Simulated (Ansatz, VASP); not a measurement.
## One calculation of InAs, two programs

The input INCAR:

```
  PREC = Accurate
  ENCUT = 510
  EDIFF = 1E-6
  ISMEAR = 0
  SIGMA = 0.05
  LREAL = False
  LASPH = True
  NELM = 120
  ALGO = Normal
  ISIF = 2
  LWAVE = False
  LCHARG = True
  GGA = PS
  LELF = True
  LVHAR = True
  NBANDS = 21
  GGA_COMPAT = False
```

File KPOINTS:

```
regular mesh
0
Gamma
  14 14 14
```

POSCAR

```
InAs
1.0
    0.0000000000      2.9600079882      2.9600079882
    2.9600079882      0.0000000000      2.9600079882
    2.9600079882      2.9600079882      0.0000000000
In As
1 1
Direct
    0.0000000000      0.0000000000      0.0000000000
    0.2500000000      0.2500000000      0.2500000000
```

Input for Ansatz:

```yaml
crystal:
  lattice:
    - [0.0, 2.9600079882, 2.9600079882]
    - [2.9600079882, 0.0, 2.9600079882]
    - [2.9600079882, 2.9600079882, 0.0]
  atoms:
    - { symbol: In, position: [0.0, 0.0, 0.0] }
    - { symbol: As, position: [0.25, 0.25, 0.25] }
basis:
  ecutwfc: 420
  ecutrho_ratio: 4
kpoints:
  mp_grid: { grid: [14, 14, 14] }
hamiltonian:
  xc: pbesol
scf:
  occupations: { method: gaussian, width: 0.05 }
output:
  forces: true
  stress: true
  eigenvalues: true
```

Alike in both runs: task single point; functional PBEsol; k mesh 14 × 14 × 14; occupations gaussian, width 0.05 eV; no spin polarisation.

```csv
,VASP,Ansatz
version,VASP 6.6.1,Ansatz 0.2.0
potentials or method,"VASP PAW PBE potentials, release 64 (In_d, As_d), cutoff 510 eV","scalar-relativistic, plane waves, PAW"
valence electrons in the cell,28,28
```

```csv
,VASP,Ansatz,Ansatz less VASP
pressure (GPa),5.7,5.7,-0.02
```

VASP's potentials were made for PBE, not for PBEsol. With one functional, cell and mesh, what is left measures potentials, basis and numerics.
